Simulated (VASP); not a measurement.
## Al2Cu: single point with LDA

Al2Cu:

```
Cu Al
1.0
     4.15920    0.00000    0.00000
     0.00000    4.15920    0.00000
     0.00000    0.00000    2.92936
Cu Al
1 2
Direct
  0.00000 0.00000 0.00000
  0.00000 0.50000 0.50000
  0.50000 0.00000 0.50000
```

This cell differs from its parent crystal: volume scaled by 1.04.

```json
{"Program": "VASP 6.6.1", "Task": "single point", "Functional": "LDA", "Potentials or basis": "VASP PAW LDA potentials, release 64 (Cu, Al)", "Cutoff": "520 eV", "k mesh": "7 × 7 × 9", "Occupations": "fermi-dirac, width 0.05 eV", "Spin": "no spin polarisation", "Dipole correction": "no", "Further INCAR settings": "ALGO = Normal; EDIFF = 1e-06; NBANDS = 16"}
```

The pressure is -7.7 GPa.

Stress tensor (GPa, compression positive):
```
-7.29  0.00  0.00
 0.00 -7.29  0.00
 0.00  0.00 -8.42
```

Levels at points of the mesh, in eV from the Fermi level:
```tsv
k point	band 4	band 5	band 6	band 7	band 8	band 9	band 10	band 11	band 12	band 13
(0.00, 0.00, 0.00)	-4.13	-3.96	-3.96	-2.25	-2.25	-0.27	0.92	5.71	5.92	5.92
```

It took 25 s on 1 thread of Intel(R) Xeon(R) 6975P-C (Granite Rapids) (shared host), peak memory 0.16 GiB.
